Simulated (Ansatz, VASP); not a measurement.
# One calculation of In3As, two programs

The input INCAR:

```
SYSTEM = In3As
PREC = Accurate ; ENCUT = 520
EDIFF = 1E-6 ; ISMEAR = 0
SIGMA = 0.15 ; LREAL = .FALSE.
LASPH = .TRUE. ; NELM = 80
ALGO = Fast ; ISIF = 2
LWAVE = .FALSE. ; LCHARG = .FALSE.
GGA = PS ; IVDW = 12
NBANDS = 30
```

The input KPOINTS:

```
regular mesh
0
G
  10 10 10
  0 0 0
```

POSCAR

```
In3As
1.0
    4.5024438172      0.0000000000      0.0000000000
    0.0000000000      4.5024438172      0.0000000000
    0.0000000000      0.0000000000      4.5024438172
In As
3 1
Direct
    0.0000000000      0.5000000000      0.5000000000
    0.5000000000      0.0000000000      0.5000000000
    0.5000000000      0.5000000000      0.0000000000
    0.0000000000      0.0235574327      0.0235574327
```

Input for Ansatz:

```yaml
crystal:
  lattice:
    - [4.5024438172, 0.0, 0.0]
    - [0.0, 4.5024438172, 0.0]
    - [0.0, 0.0, 4.5024438172]
  atoms:
    - { symbol: In, position: [0.0, 0.5, 0.5] }
    - { symbol: In, position: [0.5, 0.0, 0.5] }
    - { symbol: In, position: [0.5, 0.5, 0.0] }
    - { symbol: As, position: [0.0, 0.0235574327, 0.0235574327] }
basis:
  ecutwfc: 420
kpoints:
  mp_grid: { grid: [10, 10, 10] }
hamiltonian:
  xc: pbesol
  dispersion: d3bj
scf:
  occupations: { method: gaussian, width: 0.15 }
output:
  forces: true
  stress: true
  eigenvalues: true
```

Change from the starting cell: all As atoms moved -0.150 Å, as atom 4 towards its neighbour atom 1 (In) at 3.184 Å.

Alike in both runs: task single point; functional PBEsol; dispersion D3(BJ); k mesh 10 × 10 × 10; occupations gaussian, width 0.15 eV; no spin polarisation.

```csv
,VASP,Ansatz
version,VASP 6.6.1,Ansatz 0.2.0
potentials or method,"VASP PAW PBE potentials, release 64 (In_d, As), cutoff 520 eV","scalar-relativistic, plane waves, PAW"
valence electrons in the cell,44,54
```

Ansatz gave:

| Property | Result |
| --- | --- |
| gap on the k mesh at the Fermi level (eV) | none |
| pressure (GPa) | 0.1 |
| rms of the force components (eV/Å) | 0.070 |

Question: What did VASP give for the same quantities?

Answer: gap on the k mesh at the Fermi level (eV): none; pressure (GPa): 0.1; rms of the force components (eV/Å): 0.071.

VASP's potentials were made for PBE, not for PBEsol. Atom by atom the forces differ by 0.002 eV/Å (rms over components). A gap of «none» marks a metal or a gap that the smearing closes. VASP's potentials hold 44 valence electrons a cell and Ansatz's 54, so a difference there can come from the potentials and not from the codes.
